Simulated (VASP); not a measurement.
# BaTiO3 (Pm) in VASP: single point with r2SCAN

Aim: the single point of BaTiO3 with r2SCAN.

All numbers are computed with VASP 6.6.1; they aren't measurements. Logs are shortened: lines on timing, memory, paths and dates and some standing lists are left out, and cuts for length are marked.

**1. The cell of the first run**

The typed cell holds 10 atoms: a = 5.670 Å, b = 4.052 Å, c = 5.670 Å, α = 90.23°, β = 91.30°, γ = 89.77°.

**2. Single point, r2SCAN**

Input file POSCAR:

```
BaTiO3
1.0
    3.9634686036     -2.8588315074     -2.8747557374
    0.0000000000      2.8571852276     -2.8731145194
    3.9634686036      2.8588315074      2.8747557374
Ba Ti O
2 2 6
Direct
    0.9958247616      0.9918086229      0.0041752384
    0.4958247616      0.9918086229      0.5041752384
    0.9879998050      0.4763026714      0.5120001950
    0.4879998050      0.4763026714      0.0120001950
    0.7549156515      0.5097532092      0.2450843485
    0.2549156515      0.5097532092      0.7450843485
    0.0030923508      0.0198553165      0.4969076492
    0.5030923508      0.0198553165      0.9969076492
    0.7600574310      0.5060601800      0.7399425690
    0.2600574310      0.5060601800      0.2399425690
```

Input file INCAR.step1:

```
SYSTEM = BaTiO3
PREC = Accurate ; ENCUT = 660
ISMEAR = -1 ; SIGMA = 0.1
LREAL = .False. ; LASPH = .True.
NELM = 120 ; NBANDS = 51
GGA = PE ; ALGO = Normal
EDIFF = 1E-5 ; LWAVE = .True.
LCHARG = .False. ; GGA_COMPAT = .False.
```

Input file INCAR.step2:

```
SYSTEM = BaTiO3
PREC = Accurate ; ENCUT = 660
EDIFF = 1E-6 ; ISMEAR = -1
SIGMA = 0.1 ; LREAL = .False.
LASPH = .True. ; NELM = 120
ALGO = Normal ; ISIF = 2
LWAVE = .False. ; LCHARG = .False.
METAGGA = R2SCAN ; LMIXTAU = .True.
NBANDS = 51 ; ISTART = 1
GGA_COMPAT = .False.
```

Input file KPOINTS:

```
regular mesh
0
Gamma
  4 6 4
  0 0 0
```

Potentials or basis: VASP PAW PBE potentials, release 64 (Ba_sv, Ti_sv, O).

Run with:

```console
$ cat potpaw_PBE.64/Ba_sv/POTCAR potpaw_PBE.64/Ti_sv/POTCAR potpaw_PBE.64/O/POTCAR > POTCAR
$ cp INCAR.step1 INCAR
$ mpirun -np 1 vasp_std > vasp.out
$ cp INCAR.step2 INCAR
$ mpirun -np 1 vasp_std > vasp.out
```

OUTCAR:

```text
SYSTEM = BaTiO3
   PREC = Accurate
   ENCUT = 660
   EDIFF = 1E-6
   ISMEAR = -1
   LREAL = .False.
   LASPH = .True.
   NELM = 120
   ISIF = 2
   METAGGA = R2SCAN
   ISTART = 1

 ion  position               nearest neighbor table
   1  0.996  0.992  0.004-   5 2.77   7 2.79   8 2.79   9 2.79  10 2.79   5 2.86   6 2.86   9 2.88
                            10 2.88   8 2.88   7 2.88   6 2.98   3 3.42   4 3.42   3 3.48   4 3.48
   2  0.496  0.992  0.504-   6 2.77   7 2.79   8 2.79   9 2.79  10 2.79   6 2.86   5 2.86   9 2.88
                            10 2.88   7 2.88   8 2.88   5 2.98   4 3.42   3 3.42   3 3.48   4 3.48
   3  0.988  0.476  0.512-   9 1.85   7 1.85   5 1.99   6 1.99   7 2.21  10 2.21   1 3.42   2 3.42
                             1 3.48   2 3.48   2 3.48   1 3.48   2 3.57   1 3.57
   4  0.488  0.476  0.012-  10 1.85   8 1.85   5 1.99   6 1.99   8 2.21   9 2.21   2 3.42   1 3.42
                             1 3.48   2 3.48   1 3.48   2 3.48   1 3.57   2 3.57
   5  0.755  0.510  0.245-   3 1.99   4 1.99   1 2.77   1 2.86   2 2.86   2 2.98
   6  0.255  0.510  0.745-   3 1.99   4 1.99   2 2.77   2 2.86   1 2.86   1 2.98
   7  0.003  0.020  0.497-   3 1.85   3 2.21   1 2.79   2 2.79   1 2.88   2 2.88
   8  0.503  0.020  0.997-   4 1.85   4 2.21   1 2.79   2 2.79   2 2.88   1 2.88
   9  0.760  0.506  0.740-   3 1.85   4 2.21   1 2.79   2 2.79   1 2.88   2 2.88
  10  0.260  0.506  0.240-   4 1.85   3 2.21   1 2.79   2 2.79   1 2.88   2 2.88

  LATTYP: Found a base centered monoclinic cell.
 ALAT       =     8.1085481160
 B/A-ratio  =     0.9776025367
 C/A-ratio  =     0.4997133157
 COS(beta)  =    -0.0055571518

  Lattice vectors:

 A1 = (  -3.9634686036,   2.8588315074,   2.8747557374)
 A2 = (   3.9634686036,   2.8588315074,   2.8747557374)
 A3 = (   0.0000000000,   2.8571852276,  -2.8731145194)

Analysis of symmetry for initial positions (statically):
=====================================================================
 Subroutine PRICEL returns following result:

  LATTYP: Found a simple monoclinic cell.
 ALAT       =     4.0519494649
 B/A-ratio  =     0.9781633848
 C/A-ratio  =     1.0005736974
 COS(beta)  =    -0.0055571518

  Lattice vectors:

 A1 = (   0.0000000000,   2.8571852276,  -2.8731145194)
 A2 = (  -3.9634686036,   0.0000000000,   0.0000000000)
 A3 = (   0.0000000000,   2.8588315074,   2.8747557374)

   2 primitive cells build up your supercell.

 Routine SETGRP: Setting up the symmetry group for a
 base centered monoclinic supercell.

 Subroutine GETGRP returns: Found  2 space group operations
 (whereof  2 operations were pure point group operations)
 out of a pool of  4 trial point group operations.

The static configuration has the point symmetry C_1h.

Analysis of symmetry for dynamics (positions and initial velocities):
=====================================================================
 Subroutine PRICEL returns following result:

  LATTYP: Found a simple monoclinic cell.
 ALAT       =     4.0519494649
 B/A-ratio  =     0.9781633848
 C/A-ratio  =     1.0005736974
 COS(beta)  =    -0.0055571518

  Lattice vectors:

 A1 = (   0.0000000000,   2.8571852276,  -2.8731145194)
 A2 = (  -3.9634686036,   0.0000000000,   0.0000000000)
 A3 = (   0.0000000000,   2.8588315074,   2.8747557374)

   2 primitive cells build up your supercell.

 Routine SETGRP: Setting up the symmetry group for a
 base centered monoclinic supercell.

 Subroutine GETGRP returns: Found  2 space group operations
 (whereof  2 operations were pure point group operations)
 out of a pool of  4 trial point group operations.

The dynamic configuration has the point symmetry C_1h.

 Subroutine INISYM returns: Found  2 space group operations
 (whereof  2 operations are pure point group operations),
 and found     2 'primitive' translations

----------------------------------------------------------------------------------------

                                     Primitive cell

  volume of cell :      65.1097

  direct lattice vectors                    reciprocal lattice vectors
     0.000000000  2.857185228 -2.873114519     0.000000000  0.174996971 -0.174027605
    -3.963468604  0.000000000  0.000000000    -0.252304257  0.000000000  0.000000000
     0.000000000  2.858831507  2.874755737     0.000000000  0.174897064  0.173927390

  length of vectors
     4.051949465  3.963468604  4.054274058     0.246798597  0.252304257  0.246657090

  position of ions in fractional coordinates (direct lattice)
     0.991808623  0.000000000  0.008350477
     0.476302671  0.500000000  0.524000390
     0.509753209  0.000000000  0.490168697
     0.019855316  0.500000000  0.493815298
     0.506060180  0.500000000  0.979885138

  ion indices of the primitive-cell ions
   primitive index   ion index
                 1           1
                 2           3
                 3           5
                 4           8
                 5           9

----------------------------------------------------------------------------------------

 KPOINTS: regular mesh

Automatic generation of k-mesh.
 Grid dimensions read from file:
 generate k-points for:    4    6    4

 Generating k-lattice:

  Cartesian coordinates                     Fractional coordinates (reciprocal lattice)
     0.031538032 -0.021862133 -0.021740924     0.250000000  0.000000000 -0.000000000
     0.000000000  0.029166162 -0.029004601     0.000000000  0.166666667 -0.000000000
     0.031538032  0.021862133  0.021740924    -0.000000000  0.000000000  0.250000000

  Length of vectors
     0.044105194  0.041133099  0.044105194

  Shift w.r.t. Gamma in fractional coordinates (k-lattice)
     0.000000000  0.000000000  0.000000000

 Subroutine IBZKPT returns following result:
 ===========================================

 Found     34 irreducible k-points:

 Following reciprocal coordinates:
            Coordinates               Weight
  0.000000  0.000000  0.000000      1.000000
  0.250000  0.000000 -0.000000      4.000000
  0.500000  0.000000 -0.000000      2.000000
  0.000000  0.166667 -0.000000      2.000000
  0.250000  0.166667  0.000000      4.000000
  0.500000  0.166667  0.000000      4.000000
[... 16 lines left out ...]
 -0.250000  0.333333  0.250000      2.000000
  0.250000  0.500000  0.250000      2.000000
 [... further k-points ...]
   k-points           NKPTS =     34   k-points in BZ     NKDIM =     34   number of bands    NBANDS=     51
   number of dos      NEDOS =    301   number of ions     NIONS =     10
   total plane-waves  NPLWV =  82944
   dimension x,y,z NGX =    48 NGY =   36 NGZ =   48
   dimension x,y,z NGXF=    96 NGYF=   72 NGZF=   96
   ions per type =               2   2   6
   NGX,Y,Z   is equivalent  to a cutoff of  14.07, 14.77, 14.07 a.u.
   NGXF,Y,Z  is equivalent  to a cutoff of  28.15, 29.54, 28.15 a.u.
 SYSTEM =  BaTiO3
   PREC   = accura    normal or accurate (medium, high low for compatibility)
   ISTART =      1    job   : 0-new  1-cont  2-samecut
   ICHARG =      0    charge: 1-file 2-atom 10-const
   ISPIN  =      1    spin polarized calculation?
   LNONCOLLINEAR =      F non collinear calculations
   LSORBIT =      F    spin-orbit coupling
   LASPH  =      T    aspherical Exc in radial PAW
   ENCUT  =  660.0 eV  48.51 Ry    6.96 a.u.  11.88  8.49 11.88*2*pi/ulx,y,z
   NELM   =    120;   NELMIN=  2; NELMDL=  0     # of ELM steps
   EDIFF  = 0.1E-05   stopping-criterion for ELM
   LREAL  =      F    real-space projection
   EDIFFG = 0.1E-04   stopping-criterion for IOM
   NSW    =      0    number of steps for IOM
   IBRION =     -1    ionic relax: 0-MD 1-quasi-New 2-CG
   NFREE  =      0    steps in history (QN), initial steepest desc. (CG)
   ISIF   =      2    stress and relaxation
   ISYM   =      2    0-nonsym 1-usesym 2-fastsym
   POTIM  = 0.5000    time-step for ionic-motion
   TEBEG  =    0.0;   TEEND  =   0.0 temperature during run
   PSTRESS=    0.0 pullay stress
   NELECT =      80.0000    total number of electrons
   NUPDOWN=      -1.0000    fix difference up-down
   EMIN   =  10.00;   EMAX   =-10.00  energy-range for DOS
   EFERMI =   0.00;   METHOD = LEGACY
   ISMEAR =    -1;   SIGMA  =   0.10  broadening in eV -4-tet -1-fermi 0-gaus
   EFERMI_NEDOS =   21; number of points for ismear=-14 and -15
   IALGO  =     38    algorithm
   IMIX   =      4    mixing-type and parameters
     AMIX     =   0.40;   BMIX     =  1.00
     AMIX_MAG =   1.60;   BMIX_MAG =  1.00
  volume/ion in A,a.u.               =      13.02        87.88
  Fermi-wavevector in a.u.,A,eV,Ry     =   1.391702  2.629935 26.352228  1.936834
  Thomas-Fermi vector in A             =   2.515516
   LORBIT       =      0    0 simple, 1 ext, 2 COOP (PROOUT), +10 PAW based schemes
   METAGGA = R2SCAN    functional components
   LHFCALC =     F    Hartree Fock is set to
   AEXX    =    0.0000 exact exchange contribution
   IVDW    =     0    specifies the selected vdW correction
   LEPSILON=     F    determine dielectric tensor
   LRPA    =     F    only Hartree local field effects (RPA)
 non-spin polarized calculation
  energy-cutoff  :      660.00
  volume of cell :      130.22
 maximum number of plane-waves:      5036
   NGX = 23   NGY = 17   NGZ = 23

 number of electron      80.0000003 magnetization

 Free energy of the ion-electron system (eV)
  ---------------------------------------------------
  ext. energy  EPLUGINS =         0.00000000
  ---------------------------------------------------
  free energy    TOTEN  =      -148.56402311 eV

  energy without entropy =     -148.56402227  energy(sigma->0) =     -148.56402269

 E-fermi :   4.7791     XC(G=0): -11.8085

 val. band max:        3.4061974671   @ k =   0.0000   0.5000  -0.0000
 cond. band min:       6.0502838493   @ k =   0.0000   0.0000   0.0000
 fundamental gap:      2.6440863822
 Fermi energy:         4.7790720386

 k-point     1 :       0.0000    0.0000    0.0000
  band No.  band energies     occupation
      1     -55.1808      2.00000
      2     -55.1785      2.00000
      3     -30.4523      2.00000
      4     -30.4066      2.00000
      5     -30.4036      2.00000
      6     -30.4002      2.00000
[... 43 lines left out ...]
     50       8.8274      0.00000
     51       9.1016      0.00000

 k-point     2 :       0.2500    0.0000   -0.0000
  band No.  band energies     occupation
      1     -55.1804      2.00000
      2     -55.1789      2.00000
      3     -30.4458      2.00000
      4     -30.4131      2.00000
      5     -30.4035      2.00000
      6     -30.4008      2.00000
[... 43 lines left out ...]
     50       9.4296      0.00000
     51       9.6602      0.00000

 k-point     3 :       0.5000    0.0000   -0.0000
  band No.  band energies     occupation
      1     -55.1797      2.00000
      2     -55.1797      2.00000
      3     -30.4296      2.00000
      4     -30.4296      2.00000
      5     -30.4022      2.00000
      6     -30.4022      2.00000
[... 43 lines left out ...]
     50       9.9718      0.00000
     51      10.6727      0.00000
[... 1027 lines left out ...]
 k-point    23 :      -0.2500    0.3333    0.2500
  band No.  band energies     occupation
      1     -55.1796      2.00000
      2     -55.1783      2.00000
      3     -30.4413      2.00000
      4     -30.4380      2.00000
      5     -30.4288      2.00000
      6     -30.4263      2.00000
[... 43 lines left out ...]
     50      10.8356      0.00000
     51      11.0333      0.00000

 k-point    24 :       0.2500    0.5000    0.2500
  band No.  band energies     occupation
      1     -55.1792      2.00000
      2     -55.1783      2.00000
      3     -30.4530      2.00000
      4     -30.4525      2.00000
      5     -30.4493      2.00000
      6     -30.4029      2.00000
[... 43 lines left out ...]
     50      11.1774      0.00000
     51      11.4236      0.00000

 [... further k-points ...]
[... 5 lines left out ...]
  --------------------------------------------------------------------------------------
  -------------------------------------------------------------------------------------
  Total        1.3649101      1.4760756      1.3898960      0.0000000     -0.0048551      0.0000000
  in kB       16.7934063     18.1611507     17.1008241      0.0000000     -0.0597352      0.0000000
  external PRESSURE =      17.3517937 kB  Pullay stress =       0.0000000 kB

 VOLUME and BASIS-vectors are now :
 -----------------------------------------------------------------------------
  energy-cutoff  :      660.00
  volume of cell :      130.22
      direct lattice vectors                 reciprocal lattice vectors
     3.963468604 -2.858831507 -2.874755737     0.126152128 -0.087448532 -0.086963695
     0.000000000  2.857185228 -2.873114519     0.000000000  0.174996971 -0.174027605
     3.963468604  2.858831507  2.874755737     0.126152128  0.087448532  0.086963695

 POSITION                                       TOTAL-FORCE (eV/Angst)
 -----------------------------------------------------------------------------------
      3.96347     -0.00118     -5.70033         0.000000      0.000418     -0.030510
      3.96347      2.85765     -2.82557         0.000000      0.000418     -0.030510
      5.94520      0.00008     -2.73685         0.000000     -0.002343     -0.171175
      1.98173      0.00008     -2.73685         0.000000     -0.002343     -0.171175
      3.96347     -0.00106     -2.93022         0.000000      0.000646      0.017678
      3.96347      2.85777     -0.05546         0.000000      0.000646      0.017678
      1.98173      1.46847      1.36255         0.000000     -0.075387      0.092780
      5.94520      1.46847      1.36255         0.000000     -0.075387      0.092780
      5.94520      1.38840     -1.51179         0.000000      0.076666      0.091228
      1.98173      1.38840     -1.51179         0.000000      0.076666      0.091228
 -----------------------------------------------------------------------------------
    total drift:                               -0.000001     -0.000947      0.006547

  FREE ENERGIE OF THE ION-ELECTRON SYSTEM (eV)
  ---------------------------------------------------
  free  energy   TOTEN  =      -148.5640231087 eV

  energy  without entropy=     -148.5640222695  energy(sigma->0) =     -148.56402269
```

Run time: 9.6 min. Hardware: 1 thread of Intel Xeon Platinum 8488C (Sapphire Rapids), shared host; peak memory 0.48 GiB.

What came out:

- Free energy: -148.5640 eV
- Pressure: 1.7 GPa
- Largest force: 0.171 eV/Å
- Band gap on the k mesh: 2.64 eV

Forces on the atoms (eV/Å):
```
Ba   0.000  0.000 -0.031
Ba   0.000  0.000 -0.031
Ti   0.000 -0.002 -0.171
Ti   0.000 -0.002 -0.171
O    0.000  0.001  0.018
O    0.000  0.001  0.018
O    0.000 -0.075  0.093
O    0.000 -0.075  0.093
O    0.000  0.077  0.091
O    0.000  0.077  0.091
```

Levels at points of the mesh, in eV from the valence-band top:
```tsv
k point	band 38	band 39	band 40	band 41	band 42	band 43
(0.00, 0.00, 0.00)	-0.55	-0.47	-0.09	2.64	2.86	2.94
(0.50, 0.00, 0.00)	-0.93	-0.53	-0.53	3.29	3.29	3.55
(0.00, 0.50, 0.00)	-0.21	-0.03	0.00	2.87	4.12	4.13
(0.50, 0.50, 0.00)	-0.72	-0.52	-0.52	3.87	3.87	4.27
(0.50, 0.00, 0.50)	-1.14	-1.00	-0.83	2.86	3.03	4.05
(0.50, 0.50, 0.50)	-0.88	-0.29	-0.08	4.11	4.16	4.17
```

Caveat: the PAW data sets were made with another functional, which shifts forces and pressure a little; spin-orbit coupling is left out, which moves the levels of the heavy elements. r2SCAN opens gaps a little over a GGA but as a rule still falls short of measured ones.
